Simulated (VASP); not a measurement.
# InSe (P-6m2) in VASP: notebook, part 2 of 2

VASP 6.6.1. The steps go on from the part before.

## Step 5: Single point, PBEsol

This run uses another cell than the first one, of 29.50 Å³/atom.

Input file INCAR:

```
PREC     = Accurate       # precision mode
ENCUT    = 520            # plane-wave cutoff, eV
EDIFF    = 1E-6           # SCF threshold, eV
ISMEAR   = -1             # smearing method
SIGMA    = 0.05           # smearing width, eV
LREAL    = F              # projectors in reciprocal space
LASPH    = T              # aspherical terms in the spheres
NELM     = 100            # most SCF steps
ALGO     = Normal         # electronic algorithm
ISIF     = 2              # what is computed and relaxed
LWAVE    = F              # write WAVECAR
LCHARG   = F              # write CHGCAR
GGA      = PS             # functional
NBANDS   = 48             # bands
```

Input file KPOINTS:

```
Automatic mesh
0
Gamma
  7 7 2
```

Input file POSCAR:

```
InSe
1.0
    3.8854361425      0.0000000000      0.0000000000
   -1.9427180713      3.3648864042      0.0000000000
    0.0000000000      0.0000000000     18.0520649100
In Se
4 4
Direct
    0.3333333333      0.6666666667      0.0773904900
    0.3333333333      0.6666666667      0.9226095100
    0.0000000000      0.0000000000      0.4226063200
    0.0000000000      0.0000000000      0.5773936800
    0.3333333333      0.6666666667      0.3529842800
    0.3333333333      0.6666666667      0.6470157200
    0.6666666667      0.3333333333      0.1469999300
    0.6666666667      0.3333333333      0.8530000700
```

Launch:

```sh
> cat potpaw_PBE.64/In_d/POTCAR potpaw_PBE.64/Se/POTCAR > POTCAR
> mpirun -np 1 vasp_std > vasp.out
```

It took 2.2 min on 1 thread of Intel Xeon 6975P-C (Granite Rapids), shared host; peak memory 0.41 GiB.

It converged, with:

| Property | Result |
| --- | --- |
| Free energy | -30.9233 eV |
| Pressure | 3.8 GPa |
| Largest force | 0.797 eV/Å |
| Band gap on the k mesh | 1.15 eV |

Forces on the atoms (eV/Å):
```
In   0.000  0.000 -0.797
In   0.000  0.000  0.797
In   0.000  0.000  0.795
In   0.000  0.000 -0.795
Se   0.000  0.000 -0.723
Se   0.000  0.000  0.723
Se   0.000  0.000  0.724
Se   0.000  0.000 -0.724
```

Stress tensor (GPa, compression positive):
```
4.75 0.00 0.00
0.00 4.75 0.00
0.00 0.00 1.84
```

Levels at points of the mesh, in eV from the valence-band top:
```tsv
k point	band 36	band 37	band 38	band 39	band 40	band 41
(0.00, 0.00, 0.00)	-0.71	-0.71	0.00	1.15	1.97	2.64
(0.00, 0.00, 0.50)	-0.73	-0.57	-0.56	1.62	1.63	2.68
```

Caveat: the cell stands under pressure; the PAW data sets were made with another functional, which shifts forces and pressure a little; spin-orbit coupling is left out, which moves the levels of the heavy elements; an odd mesh through Γ misses points on the zone boundary, where band edges can lie; this functional lacks dispersion, which binds the layers, so the pressure and a relaxed spacing across them are unreliable.

## Step 6: Single point, PBEsol

This run uses another cell than the first one, of 34.62 Å³/atom.

Input file INCAR:

```
SYSTEM = InSe
PREC = Accurate
ENCUT = 520
EDIFF = 1E-7
ISMEAR = -1
SIGMA = 0.05
LREAL = .False.
LASPH = .True.
NELM = 80
ALGO = Normal
ISIF = 2
LWAVE = .False.
LCHARG = .False.
GGA = PS
NBANDS = 48
```

Input file KPOINTS:

```
Automatic mesh
0
Gamma
  6 6 2
  0 0 0
```

POSCAR: that of step 5 with these lines changed.

```diff
@@ -2,4 +2,4 @@
 1.0
-    3.8854361425      0.0000000000      0.0000000000
-   -1.9427180713      3.3648864042      0.0000000000
+    4.2092224877      0.0000000000      0.0000000000
+   -2.1046112439      3.6452936046      0.0000000000
     0.0000000000      0.0000000000     18.0520649100
```

Potentials or basis: VASP PAW PBE potentials, release 64 (In_d, Se).

Launch:

```sh
> cat potpaw_PBE.64/In_d/POTCAR potpaw_PBE.64/Se/POTCAR > POTCAR
> mpirun -np 1 vasp_std > vasp.out
```

Wall time 1.9 min (1 thread of Intel Xeon 6975P-C (Granite Rapids), shared host); peak memory 0.45 GiB.

It converged, with:

- Free energy: -30.7791 eV
- Pressure: -3.6 GPa
- Largest force: 0.449 eV/Å
- Band gap on the k mesh: 0.23 eV

Forces in eV/Å, atoms in the order of the input:
```
In   0.000  0.000  0.437
In   0.000  0.000 -0.437
In   0.000  0.000 -0.437
In   0.000  0.000  0.437
Se   0.000  0.000  0.447
Se   0.000  0.000 -0.447
Se   0.000  0.000 -0.449
Se   0.000  0.000  0.449
```

Stress tensor (GPa, compression positive):
```
-4.40  0.00  0.00
 0.00 -4.40  0.00
 0.00  0.00 -1.85
```

Levels at points of the mesh, in eV from the valence-band top:
```csv
k point,band 35,band 36,band 37,band 38,band 39,band 40,band 41,band 42
"(0.00, 0.00, 0.00)",-1.06,-1.06,-0.93,0.00,0.23,1.04,1.81,1.83
"(0.50, 0.00, 0.00)",-1.85,-1.78,-1.42,-1.29,1.40,1.54,1.61,1.77
"(0.00, 0.00, 0.50)",-1.08,-1.08,-0.59,-0.58,0.75,0.77,1.82,1.83
"(0.50, 0.00, 0.50)",-1.88,-1.87,-1.35,-1.30,1.36,1.45,1.68,1.82
```

Caveat: the cell stands under tension; the PAW data sets were made with another functional, which shifts forces and pressure a little; spin-orbit coupling is left out, which moves the levels of the heavy elements; this functional lacks dispersion, which binds the layers, so the pressure and a relaxed spacing across them are unreliable.

## Step 7: The runs side by side

| cell | k mesh | gap on the mesh (eV) | pressure (GPa) | largest force (eV/Å) |
| --- | --- | --- | --- | --- |
| a = 4.047, b = 4.047, c = 18.052 Å, angles 90.0, 90.0, 120.0°, 8 atoms | 6 × 6 × 2 | 0.63 | -0.7 | 0.08 |
| a = 4.088, b = 4.088, c = 18.052 Å, angles 90.0, 90.0, 120.0°, 8 atoms | 6 × 6 × 2 | 0.52 | -1.6 | 0.11 |
| a = 4.128, b = 4.128, c = 18.052 Å, angles 90.0, 90.0, 120.0°, 8 atoms | 6 × 6 × 2 | 0.41 | -2.3 | 0.23 |
| a = 3.885, b = 3.885, c = 18.052 Å, angles 90.0, 90.0, 120.0°, 8 atoms | 7 × 7 × 2 | 1.15 | 3.8 | 0.80 |
| a = 4.209, b = 4.209, c = 18.052 Å, angles 90.0, 90.0, 120.0°, 8 atoms | 6 × 6 × 2 | 0.23 | -3.6 | 0.45 |

Alike in all rows: task single point; level PBEsol; potentials or basis VASP PAW PBE potentials, release 64 (In_d, Se); no spin polarisation; cutoff (eV) 520; smearing fermi-dirac 0.05 eV.

Caveats: the PAW data sets were made with another functional, which shifts forces and pressure a little; spin-orbit coupling is left out, which moves the levels of the heavy elements; this functional lacks dispersion, which binds the layers, so the pressure and a relaxed spacing across them are unreliable; the cell stands under pressure (at least some runs); an odd mesh through Γ misses points on the zone boundary, where band edges can lie (at least some runs); the cell stands under tension (at least some runs).

Absolute energies hang on the potentials; compare differences alone.
